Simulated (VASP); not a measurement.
# BP (WC type) (P-6m2) in VASP: a series of runs

Runs on BP (WC type). Level: PBE. Tasks: single point, relaxation of cell and atoms.

Everything below comes from runs of VASP 6.6.1. Logs are shortened: lines on timing, memory, paths and dates and some standing lists are left out, and cuts for length are marked.

## Step 1: The cell of the first run

The structure is hexagonal, space group P-6m2 (No. 187). The conventional cell has a = 3.049 Å, b = 3.049 Å, c = 2.697 Å, α = 90.00°, β = 90.00°, γ = 120.00°. B (site symmetry -6m2) has 6 P at 2.22 Å and 2 B at 2.70 Å within 2.9 Å. Within 2.9 Å of P (site symmetry -6m2) lie 6 B at 2.22 Å and 2 P at 2.70 Å.

## Step 2: Single point, PBE (volume scaled by 1.04)

INCAR reads:

```
SYSTEM = BP
  PREC = Accurate
  ENCUT = 520
  EDIFF = 1E-7
  ISMEAR = -1
  SIGMA = 0.08
  LREAL = .False.
  LASPH = .True.
  NELM = 60
  ALGO = Normal
  ISIF = 2
  LWAVE = .False.
  LCHARG = .False.
  GGA = PE
  NBANDS = 11
```

KPOINTS reads:

```
regular mesh
0
Gamma
  13 13 11
  0 0 0
```

POSCAR reads:

```
BP
1.0
    3.0491768033      0.0000000000      0.0000000000
   -1.5245884017      2.6406645723      0.0000000000
    0.0000000000      0.0000000000      2.6968247451
B P
1 1
Direct
    0.0000000000      0.0000000000      0.0000000000
    0.3333333333      0.6666666667      0.5000000000
```

Potentials or basis: VASP PAW PBE potentials, release 64 (B, P).

Launch:

```bash
$ cat potpaw_PBE.64/B/POTCAR potpaw_PBE.64/P/POTCAR > POTCAR
$ mpirun -np 1 vasp_std > vasp.out
```

OUTCAR:

```text
SYSTEM = BP
   PREC = Accurate
   ENCUT = 520
   EDIFF = 1E-7
   ISMEAR = -1
   LREAL = .False.
   LASPH = .True.
   NELM = 60
   ISIF = 2
   GGA = PE

 ion  position               nearest neighbor table
   1  0.000  0.000  0.000-   2 2.22   2 2.22   2 2.22   2 2.22   2 2.22   2 2.22
   2  0.333  0.667  0.500-   1 2.22   1 2.22   1 2.22   1 2.22   1 2.22   1 2.22

  LATTYP: Found a hexagonal cell.
 ALAT       =     3.0491768033
 C/A-ratio  =     0.8844435463

  Lattice vectors:

 A1 = (   3.0491768033,   0.0000000000,   0.0000000000)
 A2 = (  -1.5245884017,   2.6406645723,   0.0000000000)
 A3 = (   0.0000000000,   0.0000000000,   2.6968247451)

Analysis of symmetry for initial positions (statically):
=====================================================================
 Subroutine PRICEL returns:
 Original cell was already a primitive cell.

 Routine SETGRP: Setting up the symmetry group for a
 hexagonal supercell.

 Subroutine GETGRP returns: Found 12 space group operations
 (whereof 12 operations were pure point group operations)
 out of a pool of 24 trial point group operations.

The static configuration has the point symmetry D_3h.

Analysis of symmetry for dynamics (positions and initial velocities):
=====================================================================
 Subroutine PRICEL returns:
 Original cell was already a primitive cell.

 Routine SETGRP: Setting up the symmetry group for a
 hexagonal supercell.

 Subroutine GETGRP returns: Found 12 space group operations
 (whereof 12 operations were pure point group operations)
 out of a pool of 24 trial point group operations.

The dynamic configuration has the point symmetry D_3h.

 Subroutine INISYM returns: Found 12 space group operations
 (whereof 12 operations are pure point group operations),
 and found     1 'primitive' translations

----------------------------------------------------------------------------------------

                                     Primitive cell

  volume of cell :      21.7144

  direct lattice vectors                    reciprocal lattice vectors
     3.049176803  0.000000000  0.000000000     0.327957368  0.189346275  0.000000000
    -1.524588402  2.640664572  0.000000000     0.000000000  0.378692550  0.000000000
     0.000000000  0.000000000  2.696824745     0.000000000  0.000000000  0.370806446

  length of vectors
     3.049176803  3.049176803  2.696824745     0.378692550  0.378692550  0.370806446

  position of ions in fractional coordinates (direct lattice)
     0.000000000  0.000000000  0.000000000
     0.333333333  0.666666667  0.500000000

  ion indices of the primitive-cell ions
   primitive index   ion index
                 1           1
                 2           2

----------------------------------------------------------------------------------------

 KPOINTS: regular mesh

Automatic generation of k-mesh.
 Grid dimensions read from file:
 generate k-points for:   13   13   11

 Generating k-lattice:

  Cartesian coordinates                     Fractional coordinates (reciprocal lattice)
     0.025227490  0.014565098  0.000000000     0.076923077  0.000000000  0.000000000
     0.000000000  0.029130196  0.000000000     0.000000000  0.076923077  0.000000000
     0.000000000  0.000000000  0.033709677     0.000000000  0.000000000  0.090909091

  Length of vectors
     0.029130196  0.029130196  0.033709677

  Shift w.r.t. Gamma in fractional coordinates (k-lattice)
     0.000000000  0.000000000  0.000000000

 Subroutine IBZKPT returns following result:
 ===========================================

 Found    126 irreducible k-points:

 Following reciprocal coordinates:
            Coordinates               Weight
  0.000000  0.000000  0.000000      1.000000
  0.076923 -0.000000  0.000000      6.000000
  0.153846  0.000000  0.000000      6.000000
  0.230769 -0.000000  0.000000      6.000000
  0.307692  0.000000  0.000000      6.000000
  0.384615  0.000000  0.000000      6.000000
[... 16 lines left out ...]
  0.076923 -0.000000  0.090909     12.000000
  0.153846  0.000000  0.090909     12.000000
 [... further k-points ...]
   k-points           NKPTS =    126   k-points in BZ     NKDIM =    126   number of bands    NBANDS=     11
   number of dos      NEDOS =    301   number of ions     NIONS =      2
   total plane-waves  NPLWV =  11520
   dimension x,y,z NGX =    24 NGY =   24 NGZ =   20
   dimension x,y,z NGXF=    48 NGYF=   48 NGZF=   40
   ions per type =               1   1
   NGX,Y,Z   is equivalent  to a cutoff of  13.09, 13.09, 12.33 a.u.
   NGXF,Y,Z  is equivalent  to a cutoff of  26.17, 26.17, 24.66 a.u.
 SYSTEM =  BP
   PREC   = accura    normal or accurate (medium, high low for compatibility)
   ISTART =      0    job   : 0-new  1-cont  2-samecut
   ICHARG =      2    charge: 1-file 2-atom 10-const
   ISPIN  =      1    spin polarized calculation?
   LNONCOLLINEAR =      F non collinear calculations
   LSORBIT =      F    spin-orbit coupling
   LASPH  =      T    aspherical Exc in radial PAW
   ENCUT  =  520.0 eV  38.22 Ry    6.18 a.u.   5.67  5.67  5.01*2*pi/ulx,y,z
   NELM   =     60;   NELMIN=  2; NELMDL= -5     # of ELM steps
   EDIFF  = 0.1E-06   stopping-criterion for ELM
   LREAL  =      F    real-space projection
   EDIFFG = 0.1E-05   stopping-criterion for IOM
   NSW    =      0    number of steps for IOM
   IBRION =     -1    ionic relax: 0-MD 1-quasi-New 2-CG
   NFREE  =      0    steps in history (QN), initial steepest desc. (CG)
   ISIF   =      2    stress and relaxation
   ISYM   =      2    0-nonsym 1-usesym 2-fastsym
   POTIM  = 0.5000    time-step for ionic-motion
   TEBEG  =    0.0;   TEEND  =   0.0 temperature during run
   PSTRESS=    0.0 pullay stress
   NELECT =       8.0000    total number of electrons
   NUPDOWN=      -1.0000    fix difference up-down
   EMIN   =  10.00;   EMAX   =-10.00  energy-range for DOS
   EFERMI =   0.00;   METHOD = LEGACY
   ISMEAR =    -1;   SIGMA  =   0.08  broadening in eV -4-tet -1-fermi 0-gaus
   EFERMI_NEDOS =   21; number of points for ismear=-14 and -15
   IALGO  =     38    algorithm
   IMIX   =      4    mixing-type and parameters
     AMIX     =   0.40;   BMIX     =  1.00
     AMIX_MAG =   1.60;   BMIX_MAG =  1.00
  volume/ion in A,a.u.               =      10.86        73.27
  Fermi-wavevector in a.u.,A,eV,Ry     =   1.173605  2.217792 18.739968  1.377349
  Thomas-Fermi vector in A             =   2.310015
   LORBIT       =      0    0 simple, 1 ext, 2 COOP (PROOUT), +10 PAW based schemes
   GGA     = PE    functional components
   LHFCALC =     F    Hartree Fock is set to
   AEXX    =    0.0000 exact exchange contribution
   IVDW    =     0    specifies the selected vdW correction
   LEPSILON=     F    determine dielectric tensor
   LRPA    =     F    only Hartree local field effects (RPA)
 non-spin polarized calculation
  energy-cutoff  :      520.00
  volume of cell :       21.71
 maximum number of plane-waves:       596
 NGX is ok and might be reduce to    24
   NGX = 11   NGY = 11   NGZ = 11

 number of electron       7.9999999 magnetization

 Free energy of the ion-electron system (eV)
  ---------------------------------------------------
  ext. energy  EPLUGINS =         0.00000000
  ---------------------------------------------------
  free energy    TOTEN  =       -10.32259524 eV

  energy without entropy =      -10.30654622  energy(sigma->0) =      -10.31457073

 E-fermi :   8.7173     XC(G=0): -11.5873

 val. band max:        8.6877984283   @ k =   0.1538   0.0000   0.0000
 cond. band min:       8.7551032307   @ k =   0.2308  -0.0000   0.4545
 fundamental gap:      0.0673048023
 Fermi energy:         8.7172571378

 k-point     1 :       0.0000    0.0000    0.0000
  band No.  band energies     occupation
      1      -7.5825      2.00000
      2       8.0369      1.99960
      3       8.0369      1.99960
      4       8.2980      1.98946
      5      12.6023      0.00000
      6      12.7841      0.00000
      7      12.7841      0.00000
      8      13.8441      0.00000
      9      20.2969      0.00000
     10      20.8930      0.00000
     11      25.8863      0.00000

 k-point     2 :       0.0769   -0.0000    0.0000
  band No.  band energies     occupation
      1      -7.4737      2.00000
      2       7.1652      2.00000
      3       7.7467      1.99999
      4       8.3961      1.96453
      5      12.4195      0.00000
      6      13.1809      0.00000
      7      13.2493      0.00000
      8      14.3144      0.00000
      9      20.4438      0.00000
     10      20.7403      0.00000
     11      25.7773      0.00000

 k-point     3 :       0.1538    0.0000    0.0000
  band No.  band energies     occupation
      1      -7.1491      2.00000
      2       5.4113      2.00000
      3       7.1175      2.00000
      4       8.6878      1.18206
      5      11.8229      0.00000
      6      13.6844      0.00000
      7      14.3855      0.00000
      8      15.7938      0.00000
      9      19.3469      0.00000
     10      21.5487      0.00000
     11      25.5308      0.00000

 k-point     4 :       0.2308   -0.0000    0.0000
  band No.  band energies     occupation
      1      -6.6156      2.00000
      2       3.4988      2.00000
      3       6.4567      2.00000
      4       9.1640      0.00749
      5      11.1734      0.00000
      6      14.1751      0.00000
      7      15.8229      0.00000
      8      17.5833      0.00000
      9      17.9735      0.00000
     10      21.7028      0.00000
     11      25.3225      0.00000
[... 239 lines left out ...]
 k-point    22 :       0.0000    0.0000    0.0909
  band No.  band energies     occupation
      1      -7.4309      2.00000
      2       6.9467      2.00000
      3       8.1800      1.99758
      4       8.1800      1.99758
      5      12.8101      0.00000
      6      12.8889      0.00000
      7      12.8889      0.00000
      8      15.2330      0.00000
      9      20.1823      0.00000
     10      20.9919      0.00000
     11      23.8969      0.00000

 k-point    23 :       0.0769   -0.0000    0.0909
  band No.  band energies     occupation
      1      -7.3221      2.00000
      2       7.0263      2.00000
      3       7.3294      2.00000
      4       7.8911      1.99993
      5      12.5449      0.00000
      6      13.3436      0.00000
      7      13.6017      0.00000
      8      15.4592      0.00000
      9      19.7957      0.00000
     10      21.2290      0.00000
     11      23.7222      0.00000

 k-point    24 :       0.1538    0.0000    0.0909
  band No.  band energies     occupation
      1      -6.9975      2.00000
      2       5.5476      2.00000
      3       7.2643      2.00000
      4       7.3552      2.00000
      5      11.9481      0.00000
      6      14.4438      0.00000
      7      14.6341      0.00000
      8      16.3301      0.00000
      9      18.6335      0.00000
     10      21.9615      0.00000
     11      23.3621      0.00000

 [... further k-points ...]
[... 5 lines left out ...]
  --------------------------------------------------------------------------------------
  -------------------------------------------------------------------------------------
  Total       -0.7284540     -0.7284540     -0.7806920      0.0000000     -0.0000000      0.0000000
  in kB      -53.7482242    -53.7482242    -57.6025560      0.0000000     -0.0000000      0.0000000
  external PRESSURE =     -55.0330014 kB  Pullay stress =       0.0000000 kB

 VOLUME and BASIS-vectors are now :
 -----------------------------------------------------------------------------
  energy-cutoff  :      520.00
  volume of cell :       21.71
      direct lattice vectors                 reciprocal lattice vectors
     3.049176803  0.000000000  0.000000000     0.327957368  0.189346275  0.000000000
    -1.524588402  2.640664572  0.000000000     0.000000000  0.378692550  0.000000000
     0.000000000  0.000000000  2.696824745     0.000000000  0.000000000  0.370806446

 POSITION                                       TOTAL-FORCE (eV/Angst)
 -----------------------------------------------------------------------------------
      0.00000      0.00000      0.00000         0.000000     -0.000000      0.000000
     -0.00000      1.76044      1.34841        -0.000000      0.000000      0.000000
 -----------------------------------------------------------------------------------
    total drift:                                0.000000     -0.000000     -0.000000

  FREE ENERGIE OF THE ION-ELECTRON SYSTEM (eV)
  ---------------------------------------------------
  free  energy   TOTEN  =       -10.3225952423 eV

  energy  without entropy=      -10.3065462222  energy(sigma->0) =      -10.31457073
```

It took 48 s on 1 thread of AMD EPYC 7R13, shared host; peak memory 0.12 GiB.

Results:

| Quantity | Value |
| --- | --- |
| Free energy | -10.3226 eV |
| Pressure | -5.5 GPa |
| Band gap on the k mesh | zero (band 4 reaches 12.20 eV, above the bottom of band 5 at 5.34 eV) |

Stress tensor (GPa, compression positive):
```
-5.37  0.00  0.00
 0.00 -5.37  0.00
 0.00  0.00 -5.76
```

Caveat: the cell differs from its parent crystal (volume scaled by 1.04).

## Step 3: Relaxation of cell and atoms, PBE

This run uses another cell than the first one, of 11.12 Å³/atom, 1.025 times its volume.

INCAR reads:

```
SYSTEM = BP
PREC = Accurate
ENCUT = 600
EDIFF = 1E-6
ISMEAR = -1
SIGMA = 0.08
LREAL = .False.
LASPH = .True.
NELM = 100
ALGO = Normal
ISIF = 3
LWAVE = .False.
LCHARG = .False.
GGA = PE
IBRION = 2
NSW = 100
EDIFFG = -0.005
```

KPOINTS is that of step 2.

POSCAR reads:

```
BP
1.0
    2.9705734512      0.0000000000      0.0000000000
   -1.4852867256      2.5725920725      0.0000000000
    0.0000000000      0.0000000000      2.9111619821
B P
1 1
Direct
    0.0000000000      0.0000000000      0.0000000000
    0.3333333333      0.6666666667      0.5000000000
```

Potentials or basis: VASP PAW PBE potentials, release 64 (B, P).

Launch:

```bash
$ cat potpaw_PBE.64/B/POTCAR potpaw_PBE.64/P/POTCAR > POTCAR
$ mpirun -np 1 vasp_std > vasp.out
```

OUTCAR:

```text
SYSTEM = BP
   PREC = Accurate
   ENCUT = 600
   EDIFF = 1E-6
   ISMEAR = -1
   LREAL = .False.
   LASPH = .True.
   NELM = 100
   ISIF = 3
   GGA = PE
   IBRION = 2
   NSW = 100
   EDIFFG = -0.005

 ion  position               nearest neighbor table
   1  0.000  0.000  0.000-   2 2.25   2 2.25   2 2.25   2 2.25   2 2.25   2 2.25
   2  0.333  0.667  0.500-   1 2.25   1 2.25   1 2.25   1 2.25   1 2.25   1 2.25

  LATTYP: Found a hexagonal cell.
 ALAT       =     2.9705734512
 C/A-ratio  =     0.9800000000

  Lattice vectors:

 A1 = (   2.9705734512,   0.0000000000,   0.0000000000)
 A2 = (  -1.4852867256,   2.5725920725,   0.0000000000)
 A3 = (   0.0000000000,   0.0000000000,   2.9111619821)

Analysis of symmetry for initial positions (statically):
=====================================================================
 Subroutine PRICEL returns:
 Original cell was already a primitive cell.

 Routine SETGRP: Setting up the symmetry group for a
 hexagonal supercell.

 Subroutine GETGRP returns: Found 12 space group operations
 (whereof 12 operations were pure point group operations)
 out of a pool of 24 trial point group operations.

The static configuration has the point symmetry D_3h.

Analysis of symmetry for dynamics (positions and initial velocities):
[... 263 lines left out ...]

  energy  without entropy=      -10.3112485346  energy(sigma->0) =      -10.31816082

[... ionic steps 4 to 9 ...]

--------------------------------------- Ionic step       10  -------------------------------------------

 number of electron       8.0000001 magnetization

------------------------ aborting loop because EDIFF is reached ----------------------------------------
[... 67 lines left out ...]
--------------------------------------- Ionic step       12  -------------------------------------------

 number of electron       8.0000001 magnetization

 Free energy of the ion-electron system (eV)
  ---------------------------------------------------
  ext. energy  EPLUGINS =         0.00000000
  ---------------------------------------------------
  free energy    TOTEN  =       -10.33867024 eV

  energy without entropy =      -10.32270909  energy(sigma->0) =      -10.33068967

 E-fermi :   9.2432     XC(G=0): -11.7637

 val. band max:        9.2222507538   @ k =   0.2308   0.1538   0.3636
 cond. band min:       9.2492136039   @ k =   0.3077   0.0769   0.4545
 fundamental gap:      0.0269628502
 Fermi energy:         9.2432358721

 k-point     1 :       0.0000    0.0000    0.0000
  band No.  band energies     occupation
      1      -7.4705      2.00000
      2       8.5423      1.99969
      3       8.5423      1.99969
      4       8.8130      1.99081
      5      13.3656      0.00000
      6      13.3656      0.00000
      7      13.6559      0.00000
      8      14.2861      0.00000
[... 243 lines left out ...]
 k-point    24 :       0.1538   -0.0000    0.0909
  band No.  band energies     occupation
      1      -6.8672      2.00000
      2       5.9961      2.00000
      3       7.7317      2.00000
      4       7.8574      2.00000
      5      12.5537      0.00000
      6      15.1132      0.00000
      7      15.5580      0.00000
      8      16.9242      0.00000

 [... further k-points ...]
[... 5 lines left out ...]
  --------------------------------------------------------------------------------------
  -------------------------------------------------------------------------------------
  Total        0.0013189      0.0013189     -0.0027000      0.0000000     -0.0000000     -0.0000000
  in kB        0.1013744      0.1013744     -0.2075280      0.0000000     -0.0000000     -0.0000000
  external PRESSURE =      -0.0015931 kB  Pullay stress =       0.0000000 kB
[... 17 lines left out ...]
  FREE ENERGIE OF THE ION-ELECTRON SYSTEM (eV)
  ---------------------------------------------------
  free  energy   TOTEN  =       -10.3386702429 eV

  energy  without entropy=      -10.3227090922  energy(sigma->0) =      -10.33068967

 reached required accuracy - stopping structural energy minimisation
```

Wall time 2.1 min (1 thread of AMD EPYC 7R13 (Zen 3), shared host); peak memory 0.12 GiB.

What came out:

```
Free energy                            : -10.3387 eV
Relaxed volume                         : 10.42 Å³/atom
Relaxed cell                           : a = 3.008 Å, b = 3.008 Å, c = 2.661 Å, α = 90.00°, β = 90.00°, γ = 120.00°
Space group after relaxing (to 0.05 Å) : P-6m2 (No. 187)
Energy gained by relaxing              : 61.3 meV/atom
Ionic steps                            : 12
Pressure after relaxing                : 0.0 GPa
Band gap on the k mesh                 : zero (band 4 reaches 12.81 eV, above the bottom of band 5 at 5.69 eV)
```

The path:
```tsv
step	energy change (eV)	largest force (eV/Å)	pressure (GPa)	volume (Å³)
1	0.0000	0.0000	-10.14	22.25
2	-0.1034	0.0000	5.91	20.03
3	-0.1090	0.0000	2.57	20.40
4	-0.1192	0.0000	0.74	20.71
5	-0.1209	0.0000	-0.19	20.86
6	-0.1204	0.0000	-2.05	21.15
7	-0.1216	0.0000	-0.80	20.95
8	-0.1217	0.0000	-1.23	21.02
9	-0.1217	0.0000	-1.09	21.00
10	-0.1225	0.0000	0.16	20.83
11	-0.1225	0.0000	-0.12	20.86
12	-0.1226	0.0000	0.00	20.84
```

Final structure:
```xyz
2
Lattice="3.0078 0.0000 0.0000 -1.5039 2.6048 0.0000 0.0000 0.0000 2.6606" Properties=species:S:1:pos:R:3 pbc="T T T"
B     0.0000    0.0000    0.0000
P     0.0000    1.7365    1.3303
```

Levels at points of the mesh, in eV from the Fermi level:
```tsv
k point	band 2	band 3	band 4	band 5	band 6	band 7
(0.00, 0.00, 0.00)	-0.70	-0.70	-0.43	4.12	4.12	4.41
```
